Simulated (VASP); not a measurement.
# Zr3O (P6_322) in VASP: a series of runs

The runs below take Zr3O through single point, with PBEsol.

Program: VASP 6.6.1. These are calculated values, not measurements. Logs are shortened: lines on timing, memory, paths and dates and some standing lists are left out, and cuts for length are marked.

## 1. The cell of the first run

The structure is hexagonal, space group P6_322 (No. 182). The conventional cell has a = 5.584 Å, b = 5.584 Å, c = 5.156 Å, α = 90.00°, β = 90.00°, γ = 120.00°. Within 3.4 Å of Zr (site symmetry 2) lie 2 O at 2.24 Å and 12 Zr at 3.10 to 3.35 Å. O (site symmetry 32) has 6 Zr at 2.24 Å within 3.0 Å.

## 2. Single point, PBEsol

INCAR reads:

```
ALGO = Normal
EDIFF = 1E-6
ENCUT = 520
GGA = PS
ISIF = 2
ISMEAR = 0
LASPH = T
LCHARG = T
LELF = T
LREAL = F
LVHAR = T
LWAVE = F
NBANDS = 52
NELM = 60
PREC = Accurate
SIGMA = 0.15
```

KPOINTS reads:

```
k-points
0
Gamma
  9 9 8
```

POSCAR reads:

```
Zr3O
1.0
    5.5842861704      0.0000000000      0.0000000000
   -2.7921430852      4.8361336855      0.0000000000
    0.0000000000      0.0000000000      5.1557455174
Zr O
6 2
Direct
    0.3461873000      0.0000000000      0.0000000000
    0.3461873000      0.3461873000      0.5000000000
    0.0000000000      0.3461873000      0.0000000000
    0.6538127000      0.0000000000      0.5000000000
    0.6538127000      0.6538127000      0.0000000000
    0.0000000000      0.6538127000      0.5000000000
    0.3333333333      0.6666666667      0.2500000000
    0.6666666667      0.3333333333      0.7500000000
```

Potentials or basis: VASP PAW PBE potentials, release 64 (Zr_sv, O).

Command:

```
cat potpaw_PBE.64/Zr_sv/POTCAR potpaw_PBE.64/O/POTCAR > POTCAR
mpirun -np 1 vasp_std > vasp.out
```

OUTCAR:

```text
EDIFF = 1E-6
   ENCUT = 520
   GGA = PS
   ISIF = 2
   ISMEAR = 0
   LASPH = T
   LREAL = F
   NELM = 60
   PREC = Accurate

 ion  position               nearest neighbor table
   1  0.346  0.000  0.000-   7 2.24   8 2.24   4 3.10   4 3.10   5 3.16   3 3.16   3 3.16   5 3.16
                             2 3.22   2 3.22   6 3.22   6 3.22   3 3.35   5 3.35
   2  0.346  0.346  0.500-   7 2.24   8 2.24   5 3.10   5 3.10   4 3.16   4 3.16   6 3.16   6 3.16
                             1 3.22   1 3.22   3 3.22   3 3.22   6 3.35   4 3.35
   3  0.000  0.346  0.000-   8 2.24   7 2.24   6 3.10   6 3.10   1 3.16   1 3.16   5 3.16   5 3.16
                             4 3.22   4 3.22   2 3.22   2 3.22   5 3.35   1 3.35
   4  0.654  0.000  0.500-   8 2.24   7 2.24   1 3.10   1 3.10   6 3.16   2 3.16   2 3.16   6 3.16
                             3 3.22   5 3.22   5 3.22   3 3.22   6 3.35   2 3.35
   5  0.654  0.654  0.000-   8 2.24   7 2.24   2 3.10   2 3.10   1 3.16   1 3.16   3 3.16   3 3.16
                             4 3.22   4 3.22   6 3.22   6 3.22   3 3.35   1 3.35
   6  0.000  0.654  0.500-   7 2.24   8 2.24   3 3.10   3 3.10   4 3.16   4 3.16   2 3.16   2 3.16
                             1 3.22   1 3.22   5 3.22   5 3.22   2 3.35   4 3.35
   7  0.333  0.667  0.250-   1 2.24   6 2.24   4 2.24   3 2.24   2 2.24   5 2.24
   8  0.667  0.333  0.750-   4 2.24   3 2.24   1 2.24   6 2.24   5 2.24   2 2.24

  LATTYP: Found a hexagonal cell.
 ALAT       =     5.5842861704
 C/A-ratio  =     0.9232595465

  Lattice vectors:

 A1 = (   5.5842861704,   0.0000000000,   0.0000000000)
 A2 = (  -2.7921430852,   4.8361336855,   0.0000000000)
 A3 = (   0.0000000000,   0.0000000000,   5.1557455174)

Analysis of symmetry for initial positions (statically):
=====================================================================
 Subroutine PRICEL returns:
 Original cell was already a primitive cell.

 Routine SETGRP: Setting up the symmetry group for a
 hexagonal supercell.

 Subroutine GETGRP returns: Found 12 space group operations
 (whereof  6 operations were pure point group operations)
 out of a pool of 24 trial point group operations.

The static configuration has the point symmetry D_3 .
 The point group associated with its full space group is D_6 .

Analysis of symmetry for dynamics (positions and initial velocities):
=====================================================================
 Subroutine PRICEL returns:
 Original cell was already a primitive cell.

 Routine SETGRP: Setting up the symmetry group for a
 hexagonal supercell.

 Subroutine GETGRP returns: Found 12 space group operations
 (whereof  6 operations were pure point group operations)
 out of a pool of 24 trial point group operations.

The dynamic configuration has the point symmetry D_3 .
 The point group associated with its full space group is D_6 .

 Subroutine INISYM returns: Found 12 space group operations
 (whereof  6 operations are pure point group operations),
 and found     1 'primitive' translations

----------------------------------------------------------------------------------------

                                     Primitive cell

  volume of cell :     139.2379

  direct lattice vectors                    reciprocal lattice vectors
     5.584286170  0.000000000  0.000000000     0.179073917  0.103388374  0.000000000
    -2.792143085  4.836133686  0.000000000     0.000000000  0.206776749  0.000000000
     0.000000000  0.000000000  5.155745517     0.000000000  0.000000000  0.193958371

  length of vectors
     5.584286170  5.584286170  5.155745517     0.206776749  0.206776749  0.193958371

  position of ions in fractional coordinates (direct lattice)
     0.346187300  0.000000000  0.000000000
     0.346187300  0.346187300  0.500000000
     0.000000000  0.346187300  0.000000000
     0.653812700  0.000000000  0.500000000
     0.653812700  0.653812700  0.000000000
     0.000000000  0.653812700  0.500000000
     0.333333333  0.666666667  0.250000000
     0.666666667  0.333333333  0.750000000

  ion indices of the primitive-cell ions
   primitive index   ion index
                 1           1
                 2           2
                 3           3
                 4           4
                 5           5
                 6           6
                 7           7
                 8           8

----------------------------------------------------------------------------------------

 KPOINTS: k-points

Automatic generation of k-mesh.
 Grid dimensions read from file:
 generate k-points for:    9    9    8

 Generating k-lattice:

  Cartesian coordinates                     Fractional coordinates (reciprocal lattice)
     0.019897102  0.011487597  0.000000000     0.111111111  0.000000000  0.000000000
     0.000000000  0.022975194  0.000000000     0.000000000  0.111111111  0.000000000
     0.000000000  0.000000000  0.024244796     0.000000000  0.000000000  0.125000000

  Length of vectors
     0.022975194  0.022975194  0.024244796

  Shift w.r.t. Gamma in fractional coordinates (k-lattice)
     0.000000000  0.000000000  0.000000000

 Subroutine IBZKPT returns following result:
 ===========================================

 Found     60 irreducible k-points:

 Following reciprocal coordinates:
            Coordinates               Weight
  0.000000  0.000000  0.000000      1.000000
  0.111111  0.000000  0.000000      6.000000
  0.222222  0.000000  0.000000      6.000000
  0.333333  0.000000  0.000000      6.000000
  0.444444  0.000000  0.000000      6.000000
  0.111111  0.111111  0.000000      6.000000
[... 16 lines left out ...]
  0.333333  0.222222  0.125000     24.000000
  0.333333  0.333333  0.125000      4.000000
 [... further k-points ...]
   k-points           NKPTS =     60   k-points in BZ     NKDIM =     60   number of bands    NBANDS=     52
   number of dos      NEDOS =    301   number of ions     NIONS =      8
   total plane-waves  NPLWV =  70560
   dimension x,y,z NGX =    42 NGY =   42 NGZ =   40
   dimension x,y,z NGXF=    84 NGYF=   84 NGZF=   80
   ions per type =               6   2
   NGX,Y,Z   is equivalent  to a cutoff of  12.50, 12.50, 12.90 a.u.
   NGXF,Y,Z  is equivalent  to a cutoff of  25.01, 25.01, 25.80 a.u.
 SYSTEM =  unknown system
   PREC   = accura    normal or accurate (medium, high low for compatibility)
   ISTART =      0    job   : 0-new  1-cont  2-samecut
   ICHARG =      2    charge: 1-file 2-atom 10-const
   ISPIN  =      1    spin polarized calculation?
   LNONCOLLINEAR =      F non collinear calculations
   LSORBIT =      F    spin-orbit coupling
   LASPH  =      T    aspherical Exc in radial PAW
   ENCUT  =  520.0 eV  38.22 Ry    6.18 a.u.  10.38 10.38  9.59*2*pi/ulx,y,z
   NELM   =     60;   NELMIN=  2; NELMDL= -5     # of ELM steps
   EDIFF  = 0.1E-05   stopping-criterion for ELM
   LREAL  =      F    real-space projection
   EDIFFG = 0.1E-04   stopping-criterion for IOM
   NSW    =      0    number of steps for IOM
   IBRION =     -1    ionic relax: 0-MD 1-quasi-New 2-CG
   NFREE  =      0    steps in history (QN), initial steepest desc. (CG)
   ISIF   =      2    stress and relaxation
   ISYM   =      2    0-nonsym 1-usesym 2-fastsym
   POTIM  = 0.5000    time-step for ionic-motion
   TEBEG  =    0.0;   TEEND  =   0.0 temperature during run
   PSTRESS=    0.0 pullay stress
   NELECT =      84.0000    total number of electrons
   NUPDOWN=      -1.0000    fix difference up-down
   EMIN   =  10.00;   EMAX   =-10.00  energy-range for DOS
   EFERMI =   0.00;   METHOD = LEGACY
   ISMEAR =     0;   SIGMA  =   0.15  broadening in eV -4-tet -1-fermi 0-gaus
   EFERMI_NEDOS =   21; number of points for ismear=-14 and -15
   IALGO  =     38    algorithm
   IMIX   =      4    mixing-type and parameters
     AMIX     =   0.40;   BMIX     =  1.00
     AMIX_MAG =   1.60;   BMIX_MAG =  1.00
  volume/ion in A,a.u.               =      17.40       117.45
  Fermi-wavevector in a.u.,A,eV,Ry     =   1.383297  2.614052 26.034894  1.913511
  Thomas-Fermi vector in A             =   2.507908
   LORBIT       =      0    0 simple, 1 ext, 2 COOP (PROOUT), +10 PAW based schemes
   GGA     = PS    functional components
   LHFCALC =     F    Hartree Fock is set to
   AEXX    =    0.0000 exact exchange contribution
   IVDW    =     0    specifies the selected vdW correction
   LEPSILON=     F    determine dielectric tensor
   LRPA    =     F    only Hartree local field effects (RPA)
 non-spin polarized calculation
 Gauss-broadening in eV      SIGMA  =   0.15
  energy-cutoff  :      520.00
  volume of cell :      139.24
 maximum number of plane-waves:      3776
 NGX is ok and might be reduce to    42

 number of electron      83.9999999 magnetization

 Free energy of the ion-electron system (eV)
  ---------------------------------------------------
  ext. energy  EPLUGINS =         0.00000000
  ---------------------------------------------------
  free energy    TOTEN  =       -76.65268112 eV

  energy without entropy =      -76.57619394  energy(sigma->0) =      -76.61443753

 E-fermi :   9.7661     XC(G=0): -11.7668

 val. band max:        9.7648233704   @ k =   0.1111   0.0000   0.1250
 cond. band min:       9.7692167131   @ k =   0.2222   0.0000   0.3750
 fundamental gap:      0.0043933428
 Fermi energy:         9.7661263922

 k-point     1 :       0.0000    0.0000    0.0000
  band No.  band energies     occupation
      1     -38.9620      2.00000
      2     -38.7895      2.00000
      3     -38.7785      2.00000
      4     -38.7785      2.00000
      5     -38.7491      2.00000
      6     -38.7491      2.00000
[... 44 lines left out ...]
     51      12.4990      0.00000
     52      12.5984      0.00000

 k-point     2 :       0.1111    0.0000    0.0000
  band No.  band energies     occupation
      1     -38.9568      2.00000
      2     -38.7876      2.00000
      3     -38.7855      2.00000
      4     -38.7823      2.00000
      5     -38.7476      2.00000
      6     -38.7473      2.00000
[... 1202 lines left out ...]
 k-point    24 :       0.3333    0.3333    0.1250
  band No.  band energies     occupation
      1     -38.8612      2.00000
      2     -38.8596      2.00000
      3     -38.8237      2.00000
      4     -38.7605      2.00000
      5     -38.7588      2.00000
      6     -38.7449      2.00000
[... 44 lines left out ...]
     51      12.8076      0.00000
     52      13.2040      0.00000

 [... further k-points ...]

------------------------ aborting loop because EDIFF is reached ----------------------------------------

  FORCE on cell =-STRESS in cart. coord.  units (eV):
  Direction    XX          YY          ZZ          XY          YZ          ZX
  --------------------------------------------------------------------------------------
  -------------------------------------------------------------------------------------
  Total        1.2490672      1.2490672      1.0038654     -0.0000000      0.0000000      0.0000000
  in kB       14.3727194     14.3727194     11.5512403     -0.0000000      0.0000000      0.0000000
  external PRESSURE =      13.4322264 kB  Pullay stress =       0.0000000 kB

 VOLUME and BASIS-vectors are now :
 -----------------------------------------------------------------------------
  energy-cutoff  :      520.00
  volume of cell :      139.24
      direct lattice vectors                 reciprocal lattice vectors
     5.584286170  0.000000000  0.000000000     0.179073917  0.103388374  0.000000000
    -2.792143085  4.836133686  0.000000000     0.000000000  0.206776749  0.000000000
     0.000000000  0.000000000  5.155745517     0.000000000  0.000000000  0.193958371

 POSITION                                       TOTAL-FORCE (eV/Angst)
 -----------------------------------------------------------------------------------
      1.93321      0.00000      0.00000        -0.517880      0.000000     -0.000000
      0.96660      1.67421      2.57787        -0.258940     -0.448498     -0.000000
     -0.96660      1.67421      0.00000         0.258940     -0.448498     -0.000000
      3.65108      0.00000      2.57787         0.517880      0.000000      0.000000
      1.82554      3.16193      0.00000         0.258940      0.448498     -0.000000
     -1.82554      3.16193      2.57787        -0.258940      0.448498     -0.000000
     -0.00000      3.22409      1.28894        -0.000000      0.000000     -0.000000
      2.79214      1.61204      3.86681        -0.000000      0.000000     -0.000000
 -----------------------------------------------------------------------------------
    total drift:                               -0.000001      0.000000     -0.000000

  FREE ENERGIE OF THE ION-ELECTRON SYSTEM (eV)
  ---------------------------------------------------
  free  energy   TOTEN  =       -76.6526811174 eV

  energy  without entropy=      -76.5761939364  energy(sigma->0) =      -76.61443753
```

It took 3.8 min on 1 thread of AMD EPYC 9R45 (Zen 5), shared host; peak memory 0.43 GiB.

Results:

```
Free energy            : -76.6527 eV
Pressure               : 1.3 GPa
Largest force          : 0.518 eV/Å
Band gap on the k mesh : zero (bands 42 and 43 overlap by 0.84 eV)
```

Forces in eV/Å, atoms in the order of the input:
```
Zr  -0.518  0.000  0.000
Zr  -0.259 -0.448  0.000
Zr   0.259 -0.448  0.000
Zr   0.518  0.000  0.000
Zr   0.259  0.448  0.000
Zr  -0.259  0.448  0.000
O    0.000  0.000  0.000
O    0.000  0.000  0.000
```

Levels at points of the mesh, in eV from the Fermi level:
| k point | band 40 | band 41 | band 42 | band 43 | band 44 | band 45 |
| --- | --- | --- | --- | --- | --- | --- |
| (0.00, 0.00, 0.00) | -1.00 | 0.21 | 0.69 | 0.70 | 0.70 | 0.87 |
| (0.00, 0.00, 0.50) | -0.25 | -0.01 | -0.01 | 0.02 | 0.02 | 0.02 |

Caveat: the cell differs from its parent crystal (atoms shifted along a free coordinate, c/a of the conventional cell at fixed volume 0.9233); the PAW data sets were made with another functional, which shifts forces and pressure a little.

## 3. Single point, PBEsol (17.40 Å³/atom, c/a of the conventional cell at fixed volume 0.8933)

INCAR reads:

```
  PREC = Accurate
  ENCUT = 520
  EDIFF = 1E-7
  ISMEAR = 0
  SIGMA = 0.15
  LREAL = False
  LASPH = True
  NELM = 60
  ALGO = Normal
  ISIF = 2
  LWAVE = False
  LCHARG = True
  GGA = PS
  LELF = True
  LVHAR = True
  NBANDS = 52
```

KPOINTS reads:

```
Automatic mesh
0
Gamma
  9 9 8
```

POSCAR reads:

```
Zr3O
1.0
    5.6460296809      0.0000000000      0.0000000000
   -2.8230148404      4.8896051342      0.0000000000
    0.0000000000      0.0000000000      5.0435983139
Zr O
6 2
Direct
    0.3394720281      0.0000000000      0.0000000000
    0.3394720281      0.3394720281      0.5000000000
    0.0000000000      0.3394720281      0.0000000000
    0.6605279719      0.0000000000      0.5000000000
    0.6605279719      0.6605279719      0.0000000000
    0.0000000000      0.6605279719      0.5000000000
    0.3333333333      0.6666666667      0.2500000000
    0.6666666667      0.3333333333      0.7500000000
```

Potentials or basis: VASP PAW PBE potentials, release 64 (Zr_sv, O).

Command:

```
cat potpaw_PBE.64/Zr_sv/POTCAR potpaw_PBE.64/O/POTCAR > POTCAR
mpirun -np 1 vasp_std > vasp.out
```

It took 4.9 min on 1 thread of AMD EPYC 9R45 (Zen 5), shared host; peak memory 0.43 GiB.

Results (log left out):

- Free energy: -76.6625 eV
- Pressure: 0.2 GPa
- Largest force: 0.045 eV/Å
- Band gap on the k mesh: zero (bands 42 and 43 overlap by 0.82 eV)

Forces on the atoms (eV/Å):
```
Zr   0.045  0.000  0.000
Zr   0.022  0.039  0.000
Zr  -0.022  0.039  0.000
Zr  -0.045  0.000  0.000
Zr  -0.022 -0.039  0.000
Zr   0.022 -0.039  0.000
O    0.000  0.000  0.000
O    0.000  0.000  0.000
```

Stress tensor (GPa, compression positive):
```
-1.50  0.00  0.00
 0.00 -1.50  0.00
 0.00  0.00  3.67
```

Levels at points of the mesh, in eV from the Fermi level:
| k point | band 40 | band 41 | band 42 | band 43 | band 44 | band 45 |
| --- | --- | --- | --- | --- | --- | --- |
| (0.00, 0.00, 0.00) | -1.08 | 0.28 | 0.66 | 0.66 | 0.89 | 0.89 |
| (0.00, 0.00, 0.50) | -0.22 | -0.10 | -0.10 | -0.01 | -0.01 | 0.13 |

Caveat: the cell differs from its parent crystal (c/a of the conventional cell at fixed volume 0.8933); the stress differs along the axes, from -2 to 4 GPa; the PAW data sets were made with another functional, which shifts forces and pressure a little.

## 4. Single point, PBEsol

This run uses another cell than the first one, of the same volume but with other edges.

INCAR reads:

```
  ALGO = Normal
  EDIFF = 1E-6
  ENCUT = 520
  GGA = PS
  ISIF = 2
  ISMEAR = 0
  LASPH = True
  LCHARG = False
  LREAL = False
  LWAVE = False
  NBANDS = 52
  NELM = 60
  PREC = Accurate
  SIGMA = 0.15
```

KPOINTS reads:

```
k-points
0
Gamma
  9 9 8
```

POSCAR reads:

```
Zr3O
1.0
    5.8497104291      0.0000000000      0.0000000000
   -2.9248552145      5.0659978364      0.0000000000
    0.0000000000      0.0000000000      4.6984874166
Zr O
6 2
Direct
    0.3193262124      0.0000000000      0.0000000000
    0.3193262124      0.3193262124      0.5000000000
    0.0000000000      0.3193262124      0.0000000000
    0.6806737876      0.0000000000      0.5000000000
    0.6806737876      0.6806737876      0.0000000000
    0.0000000000      0.6806737876      0.5000000000
    0.3333333333      0.6666666667      0.2500000000
    0.6666666667      0.3333333333      0.7500000000
```

Command:

```
cat potpaw_PBE.64/Zr_sv/POTCAR potpaw_PBE.64/O/POTCAR > POTCAR
mpirun -np 1 vasp_std > vasp.out
```

Run time: 4.7 min. Hardware: 1 thread of AMD EPYC 9R45 (Zen 5), shared host; peak memory 0.43 GiB.

It converged, with:

| Quantity | Value |
| --- | --- |
| Free energy | -75.1105 eV |
| Pressure | -0.6 GPa |
| Largest force | 1.793 eV/Å |
| Band gap on the k mesh | zero (bands 42 and 43 overlap by 0.69 eV) |

Forces on the atoms (eV/Å):
```
Zr   1.793  0.000  0.000
Zr   0.896  1.553  0.000
Zr  -0.896  1.553  0.000
Zr  -1.793  0.000  0.000
Zr  -0.896 -1.553  0.000
Zr   0.896 -1.553  0.000
O    0.000  0.000  0.000
O    0.000  0.000  0.000
```

Stress tensor (GPa, compression positive):
```
-8.42  0.00  0.00
 0.00 -8.42  0.00
 0.00  0.00 14.95
```

Levels at points of the mesh, in eV from the Fermi level:
| k point | band 39 | band 40 | band 41 | band 42 | band 43 | band 44 | band 45 | band 46 |
| --- | --- | --- | --- | --- | --- | --- | --- | --- |
| (0.00, 0.00, 0.00) | -1.44 | -1.26 | 0.49 | 0.49 | 0.58 | 0.77 | 0.85 | 0.85 |
| (0.00, 0.00, 0.50) | -0.45 | -0.45 | -0.17 | -0.17 | -0.02 | -0.02 | 0.41 | 0.41 |

Caveat: the cell differs from its parent crystal (atoms shifted along a free coordinate, c/a of the conventional cell at fixed volume 0.8032); the stress differs along the axes, from -8 to 15 GPa; the PAW data sets were made with another functional, which shifts forces and pressure a little.

(Continued in part 2 of 2.)

The gap in the log of VASP goes by the Fermi energy; the results here count the filled bands.